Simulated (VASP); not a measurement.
# CdTe (rocksalt type) (Fm-3m) in VASP: further runs

CdTe (rocksalt type) is run at these levels: PBEsol; tasks: single point.

Everything below comes from runs of VASP 6.6.1. Logs are shortened: lines on timing, memory, paths and dates and some standing lists are left out, and cuts for length are marked.

## (1) The cell of the first run

The structure is cubic, space group Fm-3m (No. 225). The conventional cell has a = 5.999 Å, b = 5.999 Å, c = 5.999 Å, α = 90.00°, β = 90.00°, γ = 90.00°. Within 3.9 Å of Cd (site symmetry m-3m) lie 6 Te at 3.00 Å. Within 3.9 Å of Te (site symmetry m-3m) lie 6 Cd at 3.00 Å.

## (2) Single point, PBEsol

INCAR

```
SYSTEM = CdTe
ALGO     = Normal         ! electronic algorithm
EDIFF    = 1E-7           ! SCF threshold, eV
ENCUT    = 520            ! plane-wave cutoff, eV
GGA      = PS             ! functional
ISIF     = 2              ! what is computed and relaxed
ISMEAR   = -1             ! smearing method
LASPH    = .TRUE.         ! aspherical terms in the spheres
LCHARG   = .TRUE.         ! write CHGCAR
LELF     = .TRUE.         ! ELF
LREAL    = .FALSE.        ! projectors in reciprocal space
LVHAR    = .TRUE.       
LWAVE    = .FALSE.        ! write WAVECAR
NBANDS   = 16             ! bands
NELM     = 80             ! most SCF steps
PREC     = Accurate       ! precision mode
SIGMA    = 0.05           ! smearing width, eV
```

KPOINTS

```
k-points
0
G
  13 13 13
  0 0 0
```

POSCAR

```
CdTe
1.0
    0.0000000000      2.9992847040      2.9992847040
    2.9992847040      0.0000000000      2.9992847040
    2.9992847040      2.9992847040      0.0000000000
Cd Te
1 1
Direct
    0.0000000000      0.0000000000      0.0000000000
    0.5000000000      0.5000000000      0.5000000000
```

Potentials or basis: VASP PAW PBE potentials, release 64 (Cd, Te).

Command:

```sh
> cat potpaw_PBE.64/Cd/POTCAR potpaw_PBE.64/Te/POTCAR > POTCAR
> mpirun -np 1 vasp_std > vasp.out
```

OUTCAR:

```text
SYSTEM = CdTe
   EDIFF = 1E-7
   ENCUT = 520
   GGA = PS
   ISIF = 2
   ISMEAR = -1
   LASPH = .TRUE.
   LREAL = .FALSE.
   NELM = 80
   PREC = Accurate

 ion  position               nearest neighbor table
   1  0.000  0.000  0.000-   2 3.00   2 3.00   2 3.00   2 3.00   2 3.00   2 3.00
   2  0.500  0.500  0.500-   1 3.00   1 3.00   1 3.00   1 3.00   1 3.00   1 3.00

  LATTYP: Found a face centered cubic cell.
 ALAT       =     5.9985694080

  Lattice vectors:

 A1 = (   0.0000000000,   2.9992847040,   2.9992847040)
 A2 = (   2.9992847040,   0.0000000000,   2.9992847040)
 A3 = (   2.9992847040,   2.9992847040,   0.0000000000)

Analysis of symmetry for initial positions (statically):
=====================================================================
 Subroutine PRICEL returns:
 Original cell was already a primitive cell.

 Routine SETGRP: Setting up the symmetry group for a
 face centered cubic supercell.

 Subroutine GETGRP returns: Found 48 space group operations
 (whereof 48 operations were pure point group operations)
 out of a pool of 48 trial point group operations.

The static configuration has the point symmetry O_h .

Analysis of symmetry for dynamics (positions and initial velocities):
=====================================================================
 Subroutine PRICEL returns:
 Original cell was already a primitive cell.

 Routine SETGRP: Setting up the symmetry group for a
 face centered cubic supercell.

 Subroutine GETGRP returns: Found 48 space group operations
 (whereof 48 operations were pure point group operations)
 out of a pool of 48 trial point group operations.

The dynamic configuration has the point symmetry O_h .

 Subroutine INISYM returns: Found 48 space group operations
 (whereof 48 operations are pure point group operations),
 and found     1 'primitive' translations

----------------------------------------------------------------------------------------

                                     Primitive cell

  volume of cell :      53.9614

  direct lattice vectors                    reciprocal lattice vectors
     0.000000000  2.999284704  2.999284704    -0.166706415  0.166706415  0.166706415
     2.999284704  0.000000000  2.999284704     0.166706415 -0.166706415  0.166706415
     2.999284704  2.999284704  0.000000000     0.166706415  0.166706415 -0.166706415

  length of vectors
     4.241629106  4.241629106  4.241629106     0.288743980  0.288743980  0.288743980

  position of ions in fractional coordinates (direct lattice)
     0.000000000  0.000000000  0.000000000
     0.500000000  0.500000000  0.500000000

  ion indices of the primitive-cell ions
   primitive index   ion index
                 1           1
                 2           2

----------------------------------------------------------------------------------------

 KPOINTS: k-points

Automatic generation of k-mesh.
 Grid dimensions read from file:
 generate k-points for:   13   13   13

 Generating k-lattice:

  Cartesian coordinates                     Fractional coordinates (reciprocal lattice)
    -0.012823570  0.012823570  0.012823570     0.076923077  0.000000000  0.000000000
     0.012823570 -0.012823570  0.012823570     0.000000000  0.076923077  0.000000000
     0.012823570  0.012823570 -0.012823570     0.000000000  0.000000000  0.076923077

  Length of vectors
     0.022211075  0.022211075  0.022211075

  Shift w.r.t. Gamma in fractional coordinates (k-lattice)
     0.000000000  0.000000000  0.000000000

 Subroutine IBZKPT returns following result:
 ===========================================

 Found     84 irreducible k-points:

 Following reciprocal coordinates:
            Coordinates               Weight
  0.000000  0.000000  0.000000      1.000000
  0.076923  0.000000  0.000000      8.000000
  0.153846  0.000000  0.000000      8.000000
  0.230769  0.000000  0.000000      8.000000
  0.307692  0.000000  0.000000      8.000000
  0.384615  0.000000  0.000000      8.000000
[... 16 lines left out ...]
  0.384615  0.153846  0.000000     24.000000
  0.461538  0.153846  0.000000     24.000000
 [... further k-points ...]
   k-points           NKPTS =     84   k-points in BZ     NKDIM =     84   number of bands    NBANDS=     16
   number of dos      NEDOS =    301   number of ions     NIONS =      2
   total plane-waves  NPLWV =  32768
   dimension x,y,z NGX =    32 NGY =   32 NGZ =   32
   dimension x,y,z NGXF=    64 NGYF=   64 NGZF=   64
   ions per type =               1   1
   NGX,Y,Z   is equivalent  to a cutoff of  12.54, 12.54, 12.54 a.u.
   NGXF,Y,Z  is equivalent  to a cutoff of  25.08, 25.08, 25.08 a.u.
 SYSTEM =  CdTe
   PREC   = accura    normal or accurate (medium, high low for compatibility)
   ISTART =      0    job   : 0-new  1-cont  2-samecut
   ICHARG =      2    charge: 1-file 2-atom 10-const
   ISPIN  =      1    spin polarized calculation?
   LNONCOLLINEAR =      F non collinear calculations
   LSORBIT =      F    spin-orbit coupling
   LASPH  =      T    aspherical Exc in radial PAW
   ENCUT  =  520.0 eV  38.22 Ry    6.18 a.u.   7.89  7.89  7.89*2*pi/ulx,y,z
   NELM   =     80;   NELMIN=  2; NELMDL= -5     # of ELM steps
   EDIFF  = 0.1E-06   stopping-criterion for ELM
   LREAL  =      F    real-space projection
   EDIFFG = 0.1E-05   stopping-criterion for IOM
   NSW    =      0    number of steps for IOM
   IBRION =     -1    ionic relax: 0-MD 1-quasi-New 2-CG
   NFREE  =      0    steps in history (QN), initial steepest desc. (CG)
   ISIF   =      2    stress and relaxation
   ISYM   =      2    0-nonsym 1-usesym 2-fastsym
   POTIM  = 0.5000    time-step for ionic-motion
   TEBEG  =    0.0;   TEEND  =   0.0 temperature during run
   PSTRESS=    0.0 pullay stress
   NELECT =      18.0000    total number of electrons
   NUPDOWN=      -1.0000    fix difference up-down
   EMIN   =  10.00;   EMAX   =-10.00  energy-range for DOS
   EFERMI =   0.00;   METHOD = LEGACY
   ISMEAR =    -1;   SIGMA  =   0.05  broadening in eV -4-tet -1-fermi 0-gaus
   EFERMI_NEDOS =   21; number of points for ismear=-14 and -15
   IALGO  =     38    algorithm
   IMIX   =      4    mixing-type and parameters
     AMIX     =   0.40;   BMIX     =  1.00
     AMIX_MAG =   1.60;   BMIX_MAG =  1.00
  volume/ion in A,a.u.               =      26.98       182.07
  Fermi-wavevector in a.u.,A,eV,Ry     =   1.135371  2.145541 17.538840  1.289068
  Thomas-Fermi vector in A             =   2.272076
   LORBIT       =      0    0 simple, 1 ext, 2 COOP (PROOUT), +10 PAW based schemes
   GGA     = PS    functional components
   LHFCALC =     F    Hartree Fock is set to
   AEXX    =    0.0000 exact exchange contribution
   IVDW    =     0    specifies the selected vdW correction
   LEPSILON=     F    determine dielectric tensor
   LRPA    =     F    only Hartree local field effects (RPA)
 non-spin polarized calculation
  energy-cutoff  :      520.00
  volume of cell :       53.96
 maximum number of plane-waves:      1472
   NGX = 15   NGY = 15   NGZ = 15

 number of electron      17.9999992 magnetization

 Free energy of the ion-electron system (eV)
  ---------------------------------------------------
  ext. energy  EPLUGINS =         0.00000000
  ---------------------------------------------------
  free energy    TOTEN  =        -5.24891076 eV

  energy without entropy =       -5.24118633  energy(sigma->0) =       -5.24504855

 E-fermi :   4.3208     XC(G=0): -10.1316

 val. band max:        4.3142125415   @ k =  -0.3077   0.1538   0.0000
 cond. band min:       4.3237698388   @ k =   0.4615   0.0000   0.0000
 fundamental gap:      0.0095572973
 Fermi energy:         4.3208484443

 k-point     1 :       0.0000    0.0000    0.0000
  band No.  band energies     occupation
      1      -7.6201      2.00000
      2      -4.0297      2.00000
      3      -4.0297      2.00000
      4      -3.9842      2.00000
      5      -3.9842      2.00000
      6      -3.9842      2.00000
[... 8 lines left out ...]
     15      12.1595      0.00000
     16      12.1595      0.00000

 k-point     2 :       0.0769    0.0000    0.0000
  band No.  band energies     occupation
      1      -7.5679      2.00000
      2      -4.0389      2.00000
      3      -4.0389      2.00000
      4      -3.9868      2.00000
      5      -3.9799      2.00000
      6      -3.9799      2.00000
[... 8 lines left out ...]
     15      11.9234      0.00000
     16      12.0803      0.00000

 k-point     3 :       0.1538    0.0000    0.0000
  band No.  band energies     occupation
      1      -7.4158      2.00000
      2      -4.0667      2.00000
      3      -4.0667      2.00000
      4      -3.9950      2.00000
      5      -3.9653      2.00000
      6      -3.9653      2.00000
[... 8 lines left out ...]
     15      12.1253      0.00000
     16      12.1253      0.00000

 k-point     4 :       0.2308    0.0000    0.0000
  band No.  band energies     occupation
      1      -7.1791      2.00000
      2      -4.1073      2.00000
      3      -4.1073      2.00000
      4      -4.0101      2.00000
      5      -3.9429      2.00000
      6      -3.9429      2.00000
[... 8 lines left out ...]
     15      12.6750      0.00000
     16      12.6750      0.00000
[... 324 lines left out ...]
 k-point    22 :       0.3077    0.1538    0.0000
  band No.  band energies     occupation
      1      -6.9864      2.00000
      2      -4.1185      2.00000
      3      -4.0594      2.00000
      4      -4.0178      2.00000
      5      -3.9262      2.00000
      6      -3.9130      2.00000
[... 8 lines left out ...]
     15      14.0825      0.00000
     16      14.4320      0.00000

 k-point    23 :       0.3846    0.1538    0.0000
  band No.  band energies     occupation
      1      -6.7452      2.00000
      2      -4.1010      2.00000
      3      -4.1009      2.00000
      4      -4.0278      2.00000
      5      -3.8995      2.00000
      6      -3.8904      2.00000
[... 8 lines left out ...]
     15      14.7719      0.00000
     16      15.2193      0.00000

 k-point    24 :       0.4615    0.1538    0.0000
  band No.  band energies     occupation
      1      -6.5394      2.00000
      2      -4.1413      2.00000
      3      -4.0694      2.00000
      4      -4.0429      2.00000
      5      -3.8782      2.00000
      6      -3.8693      2.00000
[... 8 lines left out ...]
     15      15.6728      0.00000
     16      15.9105      0.00000

 [... further k-points ...]

------------------------ aborting loop because EDIFF is reached ----------------------------------------

  FORCE on cell =-STRESS in cart. coord.  units (eV):
  Direction    XX          YY          ZZ          XY          YZ          ZX
  --------------------------------------------------------------------------------------
  -------------------------------------------------------------------------------------
  Total        0.0879852      0.0879852      0.0879852      0.0000000     -0.0000000      0.0000000
  in kB        2.6123853      2.6123853      2.6123853      0.0000000     -0.0000000      0.0000000
  external PRESSURE =       2.6123853 kB  Pullay stress =       0.0000000 kB

 VOLUME and BASIS-vectors are now :
 -----------------------------------------------------------------------------
  energy-cutoff  :      520.00
  volume of cell :       53.96
      direct lattice vectors                 reciprocal lattice vectors
     0.000000000  2.999284704  2.999284704    -0.166706415  0.166706415  0.166706415
     2.999284704  0.000000000  2.999284704     0.166706415 -0.166706415  0.166706415
     2.999284704  2.999284704  0.000000000     0.166706415  0.166706415 -0.166706415

 POSITION                                       TOTAL-FORCE (eV/Angst)
 -----------------------------------------------------------------------------------
      0.00000      0.00000      0.00000        -0.000000     -0.000000      0.000000
      2.99928      2.99928      2.99928         0.000000      0.000000     -0.000000
 -----------------------------------------------------------------------------------
    total drift:                                0.000000     -0.000000     -0.000000

  FREE ENERGIE OF THE ION-ELECTRON SYSTEM (eV)
  ---------------------------------------------------
  free  energy   TOTEN  =        -5.2489107628 eV

  energy  without entropy=       -5.2411863302  energy(sigma->0) =       -5.24504855
```

Wall time 47 s (1 thread of Intel Xeon Platinum 8488C (Sapphire Rapids), shared host); peak memory 0.22 GiB.

What came out:

| Item | Value |
| --- | --- |
| Free energy | -5.2489 eV |
| Pressure | 0.3 GPa |
| Band gap on the k mesh | zero (band 9 reaches 4.44 eV, above the bottom of band 10 at 3.04 eV) |

Levels at points of the mesh, in eV from the Fermi level:
```
           k point  band 7  band 8  band 9  band 10  band 11  band 12
(0.00, 0.00, 0.00)   -0.49   -0.49   -0.49     0.52     7.11     7.11
```

Caveat: the PAW data sets were made with another functional, which shifts forces and pressure a little; spin-orbit coupling is left out, which moves the levels of the heavy elements.

## (3) Single point, PBEsol

INCAR

```
PREC = Accurate
ENCUT = 520
EDIFF = 1E-6
ISMEAR = -1
SIGMA = 0.05
LREAL = F
LASPH = T
NELM = 80
ALGO = Normal
ISIF = 2
LWAVE = F
LCHARG = F
GGA = PS
NBANDS = 16
```

KPOINTS

```
regular mesh
0
Gamma
  13 13 13
```

POSCAR is that of step 2.

Potentials or basis: VASP PAW PBE potentials, release 64 (Cd, Te).

Command:

```sh
> cat potpaw_PBE.64/Cd/POTCAR potpaw_PBE.64/Te/POTCAR > POTCAR
> mpirun -np 1 vasp_std > vasp.out
```

OUTCAR:

```text
PREC = Accurate
   ENCUT = 520
   EDIFF = 1E-6
   ISMEAR = -1
   LREAL = F
   LASPH = T
   NELM = 80
   ISIF = 2
   GGA = PS

 ion  position               nearest neighbor table
   1  0.000  0.000  0.000-   2 3.00   2 3.00   2 3.00   2 3.00   2 3.00   2 3.00
   2  0.500  0.500  0.500-   1 3.00   1 3.00   1 3.00   1 3.00   1 3.00   1 3.00

  LATTYP: Found a face centered cubic cell.
 ALAT       =     5.9985694080

  Lattice vectors:

 A1 = (   0.0000000000,   2.9992847040,   2.9992847040)
 A2 = (   2.9992847040,   0.0000000000,   2.9992847040)
 A3 = (   2.9992847040,   2.9992847040,   0.0000000000)

Analysis of symmetry for initial positions (statically):
=====================================================================
 Subroutine PRICEL returns:
 Original cell was already a primitive cell.

 Routine SETGRP: Setting up the symmetry group for a
 face centered cubic supercell.

 Subroutine GETGRP returns: Found 48 space group operations
 (whereof 48 operations were pure point group operations)
 out of a pool of 48 trial point group operations.

The static configuration has the point symmetry O_h .
[... 158 lines left out ...]
  energy without entropy =       -5.24118623  energy(sigma->0) =       -5.24504849

 E-fermi :   4.3210     XC(G=0): -10.1316

 val. band max:        4.3143525816   @ k =  -0.3077   0.1538   0.0000
 cond. band min:       4.3239108370   @ k =   0.4615   0.0000   0.0000
 fundamental gap:      0.0095582555
 Fermi energy:         4.3209667023

 k-point     1 :       0.0000    0.0000    0.0000
  band No.  band energies     occupation
      1      -7.6199      2.00000
      2      -4.0299      2.00000
      3      -4.0299      2.00000
      4      -3.9843      2.00000
      5      -3.9843      2.00000
      6      -3.9843      2.00000
[... 433 lines left out ...]
      3      -4.0695      2.00000
      4      -4.0430      2.00000
      5      -3.8783      2.00000
      6      -3.8694      2.00000
[... 8 lines left out ...]
     15      15.6728      0.00000
     16      15.9106      0.00000

 [... further k-points ...]

------------------------ aborting loop because EDIFF is reached ----------------------------------------

  FORCE on cell =-STRESS in cart. coord.  units (eV):
  Direction    XX          YY          ZZ          XY          YZ          ZX
  --------------------------------------------------------------------------------------
  -------------------------------------------------------------------------------------
  Total        0.0886018      0.0886018      0.0886018     -0.0000000     -0.0000000      0.0000000
  in kB        2.6306929      2.6306929      2.6306929     -0.0000000     -0.0000000      0.0000000
  external PRESSURE =       2.6306929 kB  Pullay stress =       0.0000000 kB

 VOLUME and BASIS-vectors are now :
 -----------------------------------------------------------------------------
  energy-cutoff  :      520.00
  volume of cell :       53.96
      direct lattice vectors                 reciprocal lattice vectors
     0.000000000  2.999284704  2.999284704    -0.166706415  0.166706415  0.166706415
     2.999284704  0.000000000  2.999284704     0.166706415 -0.166706415  0.166706415
     2.999284704  2.999284704  0.000000000     0.166706415  0.166706415 -0.166706415

 POSITION                                       TOTAL-FORCE (eV/Angst)
 -----------------------------------------------------------------------------------
      0.00000      0.00000      0.00000         0.000000      0.000000      0.000000
      2.99928      2.99928      2.99928        -0.000000     -0.000000     -0.000000
 -----------------------------------------------------------------------------------
    total drift:                                0.000000     -0.000000     -0.000000

  FREE ENERGIE OF THE ION-ELECTRON SYSTEM (eV)
  ---------------------------------------------------
  free  energy   TOTEN  =        -5.2489107576 eV

  energy  without entropy=       -5.2411862308  energy(sigma->0) =       -5.24504849
```

OSZICAR:

```text
N       E                     dE             d eps       ncg     rms          rms(c)
DAV:   1     0.973198027564E+02    0.97320E+02   -0.86382E+03  2768   0.101E+03
DAV:   2    -0.232028025432E+01   -0.99640E+02   -0.93477E+02  3224   0.237E+02
DAV:   3    -0.549600969420E+01   -0.31757E+01   -0.31657E+01  3232   0.437E+01
DAV:   4    -0.551735571428E+01   -0.21346E-01   -0.21344E-01  3560   0.331E+00
DAV:   5    -0.551764563506E+01   -0.28992E-03   -0.28992E-03  3336   0.311E-01    0.614E+00
DAV:   6    -0.526576004568E+01    0.25189E+00   -0.45123E-01  3312   0.862E+00    0.504E+00
DAV:   7    -0.525030596089E+01    0.15454E-01   -0.85949E-02  3240   0.207E+00    0.195E+00
DAV:   8    -0.524911162358E+01    0.11943E-02   -0.88552E-03  2976   0.112E+00    0.439E-01
DAV:   9    -0.524891671624E+01    0.19491E-03   -0.79939E-04  3472   0.326E-01    0.640E-02
DAV:  10    -0.524890696736E+01    0.97489E-05   -0.90462E-05  3208   0.107E-01    0.382E-02
DAV:  11    -0.524891033843E+01   -0.33711E-05   -0.10041E-05  3352   0.182E-02    0.122E-02
DAV:  12    -0.524891075760E+01   -0.41917E-06   -0.12774E-06  2232   0.104E-02
   1 F= -.52489108E+01 E0= -.52450485E+01  d E =-.772453E-02
```

stdout:

```text
POSCAR found type information on POSCAR CdTe
 POSCAR found :  2 types and       2 ions
 scaLAPACK will be used
 -----------------------------------------------------------------------------
|                                                                             |
|                                                                             |
|     You enforced a specific xc type in the INCAR file but a different       |
|     I HOPE YOU KNOW WHAT YOU ARE DOING!                                     |
|                                                                             |
 -----------------------------------------------------------------------------

 LDA part: xc-table for (Slater+PW92), standard interpolation
 POSCAR, INCAR and KPOINTS ok, starting setup
 FFT: planning ... GRIDC
 FFT: planning ... GRID_SOFT
 FFT: planning ... GRID
 WAVECAR not read
 entering main loop
```

Wall time 41 s (1 thread of Intel Xeon Platinum 8488C (Sapphire Rapids), shared host); peak memory 0.22 GiB.

Results:

- Free energy: -5.2489 eV
- Pressure: 0.3 GPa
- Band gap on the k mesh: zero (band 9 reaches 4.44 eV, above the bottom of band 10 at 3.04 eV)

Levels at points of the mesh, in eV from the Fermi level:
```csv
k point,band 6,band 7,band 8,band 9,band 10,band 11,band 12,band 13
"(0.00, 0.00, 0.00)",-8.31,-0.49,-0.49,-0.49,0.52,7.11,7.11,7.11
```

Caveat: the PAW data sets were made with another functional, which shifts forces and pressure a little; spin-orbit coupling is left out, which moves the levels of the heavy elements.
